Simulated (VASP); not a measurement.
# O (Im-3m) in VASP: further runs, part 2 of 2

VASP 6.6.1.

## Step 3: Relaxation of cell and atoms, PBE

This run uses another cell than the first one, of 7.39 Å³/atom, 0.947 times its volume.

File INCAR:

```
PREC     = Accurate       # precision mode
ENCUT    = 600            # plane-wave cutoff, eV
EDIFF    = 1E-6           # SCF threshold, eV
ISMEAR   = 1              # smearing method
SIGMA    = 0.1112         # smearing width, eV
LREAL    = F              # projectors in reciprocal space
LASPH    = T              # aspherical terms in the spheres
NELM     = 100            # most SCF steps
ALGO     = Normal         # electronic algorithm
ISIF     = 3              # what is computed and relaxed
LWAVE    = F              # write WAVECAR
LCHARG   = F              # write CHGCAR
GGA      = PE             # functional
IBRION   = 2              # ionic algorithm
NSW      = 60             # ionic steps
EDIFFG   = -0.01          # ionic threshold
```

File KPOINTS:

```
regular mesh
0
Gamma
  10 10 10
```

File POSCAR:

```
O
1.0
   -1.2269760000      1.2269760000      1.2269760000
    1.2269760000     -1.2269760000      1.2269760000
    1.2269760000      1.2269760000     -1.2269760000
O
1
Direct
    0.0000000000      0.0000000000      0.0000000000
```

Potentials or basis: VASP PAW PBE potentials, release 64 (O).

The run is started by

```
$ cat potpaw_PBE.64/O/POTCAR > POTCAR
$ mpirun -np 1 vasp_std > vasp.out
```

OUTCAR:

```text
PREC = Accurate
   ENCUT = 600
   EDIFF = 1E-6
   ISMEAR = 1
   LREAL = F
   LASPH = T
   NELM = 100
   ISIF = 3
   GGA = PE
   IBRION = 2
   NSW = 60
   EDIFFG = -0.01

 ion  position               nearest neighbor table
   1  0.000  0.000  0.000-

  LATTYP: Found a body centered cubic cell.
 ALAT       =     2.4539520000

  Lattice vectors:

 A1 = (  -1.2269760000,   1.2269760000,   1.2269760000)
 A2 = (   1.2269760000,  -1.2269760000,   1.2269760000)
 A3 = (   1.2269760000,   1.2269760000,  -1.2269760000)

Analysis of symmetry for initial positions (statically):
=====================================================================
 Subroutine PRICEL returns:
 Original cell was already a primitive cell.

 Routine SETGRP: Setting up the symmetry group for a
 body centered cubic supercell.

 Subroutine GETGRP returns: Found 48 space group operations
 (whereof 48 operations were pure point group operations)
 out of a pool of 48 trial point group operations.

The static configuration has the point symmetry O_h .

Analysis of symmetry for dynamics (positions and initial velocities):
=====================================================================
 Subroutine PRICEL returns:
 Original cell was already a primitive cell.

 Routine SETGRP: Setting up the symmetry group for a
 body centered cubic supercell.

 Subroutine GETGRP returns: Found 48 space group operations
 (whereof 48 operations were pure point group operations)
 out of a pool of 48 trial point group operations.

The dynamic configuration has the point symmetry O_h .

 Subroutine INISYM returns: Found 48 space group operations
 (whereof 48 operations are pure point group operations),
 and found     1 'primitive' translations

----------------------------------------------------------------------------------------

                                     Primitive cell

  volume of cell :       7.3887

  direct lattice vectors                    reciprocal lattice vectors
    -1.226976000  1.226976000  1.226976000     0.000000000  0.407505933  0.407505933
     1.226976000 -1.226976000  1.226976000     0.407505933  0.000000000  0.407505933
     1.226976000  1.226976000 -1.226976000     0.407505933  0.407505933  0.000000000

  length of vectors
     2.125184772  2.125184772  2.125184772     0.576300418  0.576300418  0.576300418

  position of ions in fractional coordinates (direct lattice)
     0.000000000  0.000000000  0.000000000

  ion indices of the primitive-cell ions
   primitive index   ion index
                 1           1

----------------------------------------------------------------------------------------

 KPOINTS: regular mesh

Automatic generation of k-mesh.
 Grid dimensions read from file:
 generate k-points for:   10   10   10

 Generating k-lattice:

  Cartesian coordinates                     Fractional coordinates (reciprocal lattice)
     0.000000000  0.040750593  0.040750593     0.100000000  0.000000000  0.000000000
     0.040750593  0.000000000  0.040750593     0.000000000  0.100000000  0.000000000
     0.040750593  0.040750593  0.000000000     0.000000000  0.000000000  0.100000000

  Length of vectors
     0.057630042  0.057630042  0.057630042

  Shift w.r.t. Gamma in fractional coordinates (k-lattice)
     0.000000000  0.000000000  0.000000000

 Subroutine IBZKPT returns following result:
 ===========================================

 Found     47 irreducible k-points:

 Following reciprocal coordinates:
            Coordinates               Weight
  0.000000  0.000000  0.000000      1.000000
  0.100000  0.000000  0.000000     12.000000
  0.200000  0.000000  0.000000     12.000000
  0.300000  0.000000  0.000000     12.000000
  0.400000  0.000000  0.000000     12.000000
  0.500000  0.000000  0.000000      6.000000
[... 16 lines left out ...]
  0.300000  0.300000  0.100000      8.000000
 -0.300000  0.300000  0.100000     24.000000
 [... further k-points ...]
   k-points           NKPTS =     47   k-points in BZ     NKDIM =     47   number of bands    NBANDS=      7
   number of dos      NEDOS =    301   number of ions     NIONS =      1
   total plane-waves  NPLWV =   5832
   dimension x,y,z NGX =    18 NGY =   18 NGZ =   18
   dimension x,y,z NGXF=    36 NGYF=   36 NGZF=   36
   ions per type =               1
   NGX,Y,Z   is equivalent  to a cutoff of  14.08, 14.08, 14.08 a.u.
   NGXF,Y,Z  is equivalent  to a cutoff of  28.16, 28.16, 28.16 a.u.
 SYSTEM =  unknown system
   PREC   = accura    normal or accurate (medium, high low for compatibility)
   ISTART =      0    job   : 0-new  1-cont  2-samecut
   ICHARG =      2    charge: 1-file 2-atom 10-const
   ISPIN  =      1    spin polarized calculation?
   LNONCOLLINEAR =      F non collinear calculations
   LSORBIT =      F    spin-orbit coupling
   LASPH  =      T    aspherical Exc in radial PAW
   ENCUT  =  600.0 eV  44.10 Ry    6.64 a.u.   4.24  4.24  4.24*2*pi/ulx,y,z
   NELM   =    100;   NELMIN=  2; NELMDL= -5     # of ELM steps
   EDIFF  = 0.1E-05   stopping-criterion for ELM
   LREAL  =      F    real-space projection
   EDIFFG = -.1E-01   stopping-criterion for IOM
   NSW    =     60    number of steps for IOM
   IBRION =      2    ionic relax: 0-MD 1-quasi-New 2-CG
   NFREE  =      1    steps in history (QN), initial steepest desc. (CG)
   ISIF   =      3    stress and relaxation
   ISYM   =      2    0-nonsym 1-usesym 2-fastsym
   POTIM  = 0.5000    time-step for ionic-motion
   TEBEG  =    0.0;   TEEND  =   0.0 temperature during run
   PSTRESS=    0.0 pullay stress
   NELECT =       6.0000    total number of electrons
   NUPDOWN=      -1.0000    fix difference up-down
   EMIN   =  10.00;   EMAX   =-10.00  energy-range for DOS
   EFERMI =   0.00;   METHOD = LEGACY
   ISMEAR =     1;   SIGMA  =   0.11  broadening in eV -4-tet -1-fermi 0-gaus
   EFERMI_NEDOS =   21; number of points for ismear=-14 and -15
   IALGO  =     38    algorithm
   IMIX   =      4    mixing-type and parameters
     AMIX     =   0.40;   BMIX     =  1.00
     AMIX_MAG =   1.60;   BMIX_MAG =  1.00
  volume/ion in A,a.u.               =       7.39        49.86
  Fermi-wavevector in a.u.,A,eV,Ry     =   1.527340  2.886255 31.739246  2.332769
  Thomas-Fermi vector in A             =   2.635250
   LORBIT       =      0    0 simple, 1 ext, 2 COOP (PROOUT), +10 PAW based schemes
   GGA     = PE    functional components
   LHFCALC =     F    Hartree Fock is set to
   AEXX    =    0.0000 exact exchange contribution
   IVDW    =     0    specifies the selected vdW correction
   LEPSILON=     F    determine dielectric tensor
   LRPA    =     F    only Hartree local field effects (RPA)
 conjugate gradient relaxation of ions
 non-spin polarized calculation
 Methfessel and Paxton  Order N= 1 SIGMA  =   0.11
  energy-cutoff  :      600.00
  volume of cell :        7.39
 maximum number of plane-waves:       255
 NGX is ok and might be reduce to    18
   NGX =  9   NGY =  9   NGZ =  9

--------------------------------------- Ionic step        1  -------------------------------------------

 number of electron       5.9999999 magnetization

 Free energy of the ion-electron system (eV)
  ---------------------------------------------------
  ext. energy  EPLUGINS =         0.00000000
  ---------------------------------------------------
  free energy    TOTEN  =        -2.43319406 eV

  energy without entropy =       -2.43149303  energy(sigma->0) =       -2.43262705

 E-fermi :   2.8527     XC(G=0): -12.5187

 val. band max:        2.8499979180   @ k =  -0.3000   0.3000   0.2000
 cond. band min:       2.8830014863   @ k =  -0.4000  -0.4000   0.2000
 fundamental gap:      0.0330035683
 Fermi energy:         2.8526857528

 k-point     1 :       0.0000    0.0000    0.0000
  band No.  band energies     occupation
      1     -19.0297      2.00000
      2       4.9757     -0.00000
      3       4.9757     -0.00000
      4       4.9757     -0.00000
      5      22.6464      0.00000
      6      39.9421      0.00000
      7      39.9421      0.00000
[... 297 lines left out ...]
  energy  without entropy=       -2.4446375921  energy(sigma->0) =       -2.44598301

--------------------------------------- Ionic step        3  -------------------------------------------

 number of electron       5.9999997 magnetization

 Free energy of the ion-electron system (eV)
  ---------------------------------------------------
  ext. energy  EPLUGINS =         0.00000000
  ---------------------------------------------------
  free energy    TOTEN  =        -2.44681331 eV

  energy without entropy =       -2.44482029  energy(sigma->0) =       -2.44614897

 E-fermi :   2.0804     XC(G=0): -12.1710

 val. band max:        2.0704800007   @ k =  -0.3000   0.3000   0.2000
 cond. band min:       2.0869954144   @ k =  -0.4000  -0.4000   0.2000
 fundamental gap:      0.0165154136
 Fermi energy:         2.0804455579

 k-point     1 :       0.0000    0.0000    0.0000
  band No.  band energies     occupation
      1     -19.1322      2.00000
      2       4.0306     -0.00000
      3       4.0306     -0.00000
      4       4.0306     -0.00000
      5      20.7558      0.00000
      6      38.3484      0.00000
      7      38.3484      0.00000
[... 258 lines left out ...]
  FREE ENERGIE OF THE ION-ELECTRON SYSTEM (eV)
  ---------------------------------------------------
  free  energy   TOTEN  =        -2.4468133094 eV

  energy  without entropy=       -2.4448202916  energy(sigma->0) =       -2.44614897

 reached required accuracy - stopping structural energy minimisation
```

Wall time 10 s (1 thread of Intel Xeon 8259CL, shared host); peak memory 0.11 GiB.

Results:

```yaml
Free_energy: -2.4468 eV
Relaxed_volume: 7.84 Å³/atom
Relaxed_cell: a = 2.168 Å, b = 2.168 Å, c = 2.168 Å, α = 109.47°, β = 109.47°, γ = 109.47°
Space_group_after_relaxing_to_0.05_Å: Im-3m (No. 229)
Energy_gained_by_relaxing: 13.6 meV/atom
Ionic_steps: 3
Pressure_after_relaxing: 0.0 GPa
Band_gap_on_the_k_mesh: zero (band 3 reaches 4.03 eV, above the bottom of band 4 at -0.76 eV)
```

The path:
```
step  energy change (eV)  largest force (eV/Å)  pressure (GPa)  volume (Å³)
   1              0.0000                0.0000           10.10         7.39
   2             -0.0135                0.0000           -0.97         7.90
   3             -0.0136                0.0000            0.01         7.84
```

Final structure:
```
O
1.0
    -1.25171    1.25171    1.25171
     1.25171   -1.25171    1.25171
     1.25171    1.25171   -1.25171
O
1
Direct
  0.00000 0.00000 0.00000
```

Caveat: the k points lie up to 0.35 Å⁻¹ apart in the final cell.

## Step 4: Relaxation of cell and atoms, PBE

This run uses another cell than the first one, of 7.39 Å³/atom, 0.947 times its volume.

File INCAR:

```
SYSTEM = O
  ALGO = Normal
  EDIFF = 1E-7
  EDIFFG = -0.1
  ENCUT = 600
  GGA = PE
  IBRION = 2
  ISIF = 3
  ISMEAR = 1
  LASPH = .True.
  LCHARG = .False.
  LREAL = .False.
  LWAVE = .False.
  NELM = 60
  NSW = 60
  PREC = Accurate
  SIGMA = 0.1112
```

File KPOINTS:

```
k-points
0
Gamma
  10 10 10
  0 0 0
```

POSCAR is that of step 3.

Potentials or basis: VASP PAW PBE potentials, release 64 (O).

The run is started by

```
$ cat potpaw_PBE.64/O/POTCAR > POTCAR
$ mpirun -np 1 vasp_std > vasp.out
```

OUTCAR:

```text
SYSTEM = O
   EDIFF = 1E-7
   EDIFFG = -0.1
   ENCUT = 600
   GGA = PE
   IBRION = 2
   ISIF = 3
   ISMEAR = 1
   LASPH = .True.
   LREAL = .False.
   NELM = 60
   NSW = 60
   PREC = Accurate

 ion  position               nearest neighbor table
   1  0.000  0.000  0.000-

  LATTYP: Found a body centered cubic cell.
 ALAT       =     2.4539520000

  Lattice vectors:

 A1 = (  -1.2269760000,   1.2269760000,   1.2269760000)
 A2 = (   1.2269760000,  -1.2269760000,   1.2269760000)
 A3 = (   1.2269760000,   1.2269760000,  -1.2269760000)

Analysis of symmetry for initial positions (statically):
=====================================================================
 Subroutine PRICEL returns:
 Original cell was already a primitive cell.

 Routine SETGRP: Setting up the symmetry group for a
 body centered cubic supercell.

 Subroutine GETGRP returns: Found 48 space group operations
 (whereof 48 operations were pure point group operations)
[... 452 lines left out ...]
  ext. energy  EPLUGINS =         0.00000000
  ---------------------------------------------------
  free energy    TOTEN  =        -2.44666173 eV

  energy without entropy =       -2.44464405  energy(sigma->0) =       -2.44598917

 E-fermi :   1.9978     XC(G=0): -12.1326

 val. band max:        1.9867416703   @ k =  -0.3000   0.3000   0.2000
 cond. band min:       2.0015820764   @ k =  -0.4000  -0.4000   0.2000
 fundamental gap:      0.0148404061
 Fermi energy:         1.9978186877

 k-point     1 :       0.0000    0.0000    0.0000
  band No.  band energies     occupation
      1     -19.1443      2.00000
      2       3.9291     -0.00000
      3       3.9291     -0.00000
      4       3.9291     -0.00000
      5      20.5534      0.00000
      6      38.1754      0.00000
      7      38.1754      0.00000
[... 221 lines left out ...]
 k-point    24 :      -0.3000    0.3000    0.1000
  band No.  band energies     occupation
      1     -16.3849      2.00000
      2      -1.1592      2.00000
      3       2.2835     -0.00169
      4       3.2072     -0.00000
      5      23.3800      0.00000
      6      27.4870      0.00000
      7      31.6570      0.00000

 [... further k-points ...]
[... 5 lines left out ...]
  --------------------------------------------------------------------------------------
  -------------------------------------------------------------------------------------
  Total       -0.0465464     -0.0465464     -0.0465464      0.0000000      0.0000000     -0.0000000
  in kB       -9.4436331     -9.4436331     -9.4436331      0.0000000      0.0000000     -0.0000000
  external PRESSURE =      -9.4436331 kB  Pullay stress =       0.0000000 kB

 VOLUME and BASIS-vectors are now :
 -----------------------------------------------------------------------------
  energy-cutoff  :      600.00
  volume of cell :        7.90
      direct lattice vectors                 reciprocal lattice vectors
    -1.254486043  1.254486043  1.254486043     0.000000000  0.398569600  0.398569600
     1.254486043 -1.254486043  1.254486043     0.398569600  0.000000000  0.398569600
     1.254486043  1.254486043 -1.254486043     0.398569600  0.398569600  0.000000000

 POSITION                                       TOTAL-FORCE (eV/Angst)
 -----------------------------------------------------------------------------------
      0.00000      0.00000     -0.00000         0.000000      0.000000     -0.000000
 -----------------------------------------------------------------------------------
    total drift:                                0.000000      0.000000      0.000000

  FREE ENERGIE OF THE ION-ELECTRON SYSTEM (eV)
  ---------------------------------------------------
  free  energy   TOTEN  =        -2.4466617332 eV

  energy  without entropy=       -2.4446440543  energy(sigma->0) =       -2.44598917

 reached required accuracy - stopping structural energy minimisation
```

OSZICAR:

```text
N       E                     dE             d eps       ncg     rms          rms(c)
DAV:   1     0.427517295410E+01    0.42752E+01   -0.39786E+03   756   0.918E+02
DAV:   2    -0.240885586391E+01   -0.66840E+01   -0.62163E+01   770   0.896E+01
DAV:   3    -0.242979892374E+01   -0.20943E-01   -0.20879E-01   756   0.549E+00
[... 12 lines left out ...]
DAV:   3    -0.244691467160E+01    0.15571E-01   -0.64863E-02   658   0.234E+00    0.716E-02
DAV:   4    -0.244666443535E+01    0.25024E-03   -0.34373E-04   686   0.246E-01    0.158E-02
DAV:   5    -0.244666261966E+01    0.18157E-05   -0.11911E-05   679   0.360E-02    0.549E-03
DAV:   6    -0.244666169520E+01    0.92446E-06   -0.85865E-07   686   0.120E-02    0.383E-04
DAV:   7    -0.244666173324E+01   -0.38035E-07   -0.50746E-09   357   0.901E-04
   2 F= -.24466617E+01 E0= -.24459892E+01  d E =-.134682E-01
```

Run time: 11 s. Hardware: 1 thread of Intel Xeon 8259CL, shared host; peak memory 0.11 GiB.

What came out:

* Free energy: -2.4467 eV
* Relaxed volume: 7.90 Å³/atom
* Relaxed cell: a = 2.173 Å, b = 2.173 Å, c = 2.173 Å, α = 109.47°, β = 109.47°, γ = 109.47°
* Space group after relaxing (to 0.05 Å): Im-3m (No. 229)
* Energy gained by relaxing: 13.5 meV/atom
* Ionic steps: 2
* Pressure after relaxing: -0.9 GPa
* Band gap on the k mesh: zero (band 3 reaches 3.93 eV, above the bottom of band 4 at -0.82 eV)

The path:
```tsv
step	energy change (eV)	largest force (eV/Å)	pressure (GPa)	volume (Å³)
1	0.0000	0.0000	10.08	7.39
2	-0.0135	0.0000	-0.94	7.90
```

Final structure:
```
O
1.0
    -1.25449    1.25449    1.25449
     1.25449   -1.25449    1.25449
     1.25449    1.25449   -1.25449
O
1
Direct
  0.00000 0.00000 0.00000
```

Levels at points of the mesh, in eV from the Fermi level:
| k point | band 1 | band 2 | band 3 | band 4 | band 5 | band 6 |
| --- | --- | --- | --- | --- | --- | --- |
| (0.00, 0.00, 0.00) | -21.14 | 1.93 | 1.93 | 1.93 | 18.56 | 36.18 |
| (0.50, 0.00, 0.00) | -16.57 | -6.52 | -0.06 | 1.58 | 19.95 | 26.22 |
| (0.50, 0.50, 0.50) | -13.98 | -2.82 | -2.82 | -2.82 | 17.54 | 17.54 |

Caveat: the k points lie up to 0.35 Å⁻¹ apart in the final cell.

## Step 5: Relaxation of cell and atoms, PBE

This run uses another cell than the first one, of 7.39 Å³/atom, 0.947 times its volume.

File INCAR:

```
  PREC = Accurate
  ENCUT = 600
  EDIFF = 1E-6
  ISMEAR = 0
  SIGMA = 0.05
  LREAL = F
  LASPH = T
  NELM = 100
  ALGO = Normal
  ISIF = 3
  LWAVE = F
  LCHARG = F
  GGA = PE
  IBRION = 2
  NSW = 60
  EDIFFG = -0.01
```

File KPOINTS:

```
regular mesh
0
Gamma
  15 15 15
```

POSCAR is that of step 4.

The run is started by

```
$ cat potpaw_PBE.64/O/POTCAR > POTCAR
$ mpirun -np 1 vasp_std > vasp.out
```

Run time: 27 s. Hardware: 1 thread of Intel Xeon 8259CL, shared host; peak memory 0.11 GiB.

It converged, with:

```
Free energy                            : -2.4739 eV
Relaxed volume                         : 7.78 Å³/atom
Relaxed cell                           : a = 2.162 Å, b = 2.162 Å, c = 2.162 Å, α = 109.47°, β = 109.47°, γ = 109.47°
Space group after relaxing (to 0.05 Å) : Im-3m (No. 229)
Energy gained by relaxing              : 10.5 meV/atom
Ionic steps                            : 3
Pressure after relaxing                : 0.0 GPa
Band gap on the k mesh                 : zero (band 3 reaches 4.15 eV, above the bottom of band 4 at -0.65 eV)
```

Step by step:
```csv
step,energy change (eV),largest force (eV/Å),pressure (GPa),volume (Å³)
1,0.0000,0.0000,8.95,7.39
2,-0.0103,0.0000,-1.07,7.84
3,-0.0105,0.0000,0.02,7.78
```

Final structure:
```
O
1.0
    -1.24839    1.24839    1.24839
     1.24839   -1.24839    1.24839
     1.24839    1.24839   -1.24839
O
1
Direct
  0.00000 0.00000 0.00000
```

Levels at points of the mesh, in eV from the Fermi level:
```
           k point  band 1  band 2  band 3  band 4  band 5  band 6
(0.00, 0.00, 0.00)  -21.36    1.91    1.91    1.91   18.76   36.32
```

## Step 6: Summary

| task | cell | k mesh | cutoff (eV) | smearing | gap on the mesh (eV) | pressure (GPa) |
| --- | --- | --- | --- | --- | --- | --- |
| single point | a = 2.164 Å, angles 109.5°, 1 atom | 15 × 15 × 15 | 520 | gaussian 0.05 eV | none | -0.5 |
| relaxation of cell and atoms | relaxed from a = 2.125 Å, angles 109.5°, 1 atom | 10 × 10 × 10 | 600 | methfessel-paxton 0.1112 eV | none | -0.9 |
| relaxation of cell and atoms | relaxed from a = 2.125 Å, angles 109.5°, 1 atom | 15 × 15 × 15 | 600 | gaussian 0.05 eV | none | 0.0 |

Alike in all rows: level PBE; potentials or basis VASP PAW PBE potentials, release 64 (O); no spin polarisation.

Caveats: some runs use coarse meshes.

Absolute energies hang on the potentials; compare differences alone.
